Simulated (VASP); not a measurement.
A run of VASP 6.6.1 is set up as follows.

Contents of INCAR:

```
SYSTEM = LiNbO3
PREC = Accurate
ENCUT = 520
EDIFF = 1E-6
ISMEAR = -1
SIGMA = 0.02
LREAL = .False.
LASPH = .True.
NELM = 80
ALGO = Normal
ISIF = 2
LWAVE = .False.
LCHARG = .False.
GGA = PE
NBANDS = 25
```

The input KPOINTS:

```
regular mesh
0
Gamma
  6 6 6
  0 0 0
```

POSCAR

```
LiNbO3
1.0
    3.9560242286      0.0000000000      0.0000000000
    0.0000000000      3.9560242286      0.0000000000
    0.0000000000      0.0000000000      3.9560242286
Li Nb O
1 1 3
Direct
    0.0000000000      0.0000000000      0.0000000000
    0.5000000000      0.5000000000      0.5000000000
    0.5000000000      0.5000000000      0.0000000000
    0.5000000000      0.0000000000      0.5000000000
    0.0000000000      0.5000000000      0.5000000000
```

Potentials or basis: VASP PAW PBE potentials, release 64 (Li_sv, Nb_sv, O).

Run with:

```sh
$ cat potpaw_PBE.64/Li_sv/POTCAR potpaw_PBE.64/Nb_sv/POTCAR potpaw_PBE.64/O/POTCAR > POTCAR
$ mpirun -np 1 vasp_std > vasp.out
```

**Question.** Predict the band gap on the k mesh.

**Answer.** 1.68 eV, indirect (least direct gap 2.48 eV).

 A k mesh can miss the band edges.
